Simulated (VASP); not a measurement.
Input of a VASP 6.6.1 run:

INCAR

```
ALGO     = Normal         # electronic algorithm
EDIFF    = 1E-7           # SCF threshold, eV
ENCUT    = 520            # plane-wave cutoff, eV
GGA      = PS             # functional
ISIF     = 2              # what is computed and relaxed
ISMEAR   = 0              # smearing method
LASPH    = T              # aspherical terms in the spheres
LCHARG   = F              # write CHGCAR
LREAL    = F              # projectors in reciprocal space
LWAVE    = F              # write WAVECAR
NBANDS   = 10             # bands
NELM     = 100            # most SCF steps
PREC     = Accurate       # precision mode
SIGMA    = 0.15           # smearing width, eV
```

The input KPOINTS:

```
k-points
0
Gamma
  22 22 22
```

File POSCAR:

```
Ir
1.0
    0.0000000000      1.9772910000      1.9197000000
    1.9772910000      0.0000000000      1.9197000000
    1.9772910000      1.9772910000      0.0000000000
Ir
1
Direct
    0.0000000000      0.0000000000      0.0000000000
```

Potentials or basis: VASP PAW PBE potentials, release 64 (Ir).

The run is started by

```console
$ cat potpaw_PBE.64/Ir/POTCAR > POTCAR
$ mpirun -np 1 vasp_std > vasp.out
```

Problem. What does it give for the pressure?

Solution. -20.8 GPa.

Stress tensor (GPa, compression positive):
```
-23.83   0.00   0.00
  0.00 -23.83   0.00
  0.00   0.00 -14.69
```

Caveat: the cell differs from its parent crystal (strain +0.030 along x and y, +0.000 along z); the PAW data sets were made with another functional, which shifts forces and pressure a little.
